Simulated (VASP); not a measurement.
Set up this calculation in VASP 6.6.1, as the native input.

| Property | Result |
| --- | --- |
| Task | single point |
| Functional | PBE |
| Potentials or basis | VASP PAW PBE potentials, release 64 (Hf_pv) |
| Cutoff | 520 eV |
| k mesh | 14 × 10 × 8 |
| Occupations | gaussian, width 0.1 eV |
| Spin | no spin polarisation |
| Dipole correction | no |
| Further INCAR settings | ALGO = Fast; EDIFF = 1e-06; NBANDS = 28 |

The structure of Hf lies in POSCAR:

```
Hf
1.0
    1.6024045330      2.7754460654      0.0000000000
    0.0000000000      0.0000000000      5.0683690422
    4.8072135989     -2.7754460654      0.0000000000
Hf
4
Direct
    0.5000000000      0.2500000000      0.8333333333
    0.0000000000      0.2500000000      0.3333333333
    0.5000000000      0.7500000000      0.1666666667
    0.0000000000      0.7500000000      0.6666666667
```

These files were run (other wordings do the same):

INCAR

```
SYSTEM = Hf
PREC = Accurate ; ENCUT = 520
EDIFF = 1E-6 ; ISMEAR = 0
SIGMA = 0.1 ; LREAL = .False.
LASPH = .True. ; NELM = 80
ALGO = Fast ; ISIF = 2
LWAVE = .False. ; LCHARG = .True.
GGA = PE ; LELF = .True.
LVHAR = .True. ; NBANDS = 28
```

KPOINTS

```
Automatic mesh
0
Gamma
  14 10 8
  0 0 0
```

Potentials or basis: VASP PAW PBE potentials, release 64 (Hf_pv).

Command:

```bash
$ cat potpaw_PBE.64/Hf_pv/POTCAR > POTCAR
$ mpirun -np 1 vasp_std > vasp.out
```

It gave:

| Property | Result |
| --- | --- |
| Pressure | -0.5 GPa |
| Band gap on the k mesh | zero (band 20 reaches 5.89 eV, above the bottom of band 21 at 4.48 eV) |

Caveat: spin-orbit coupling is left out, which moves the levels of the heavy elements.

Run time: 13 min on 1 thread of Intel Xeon 8259CL (shared host), peak memory 0.53 GiB.
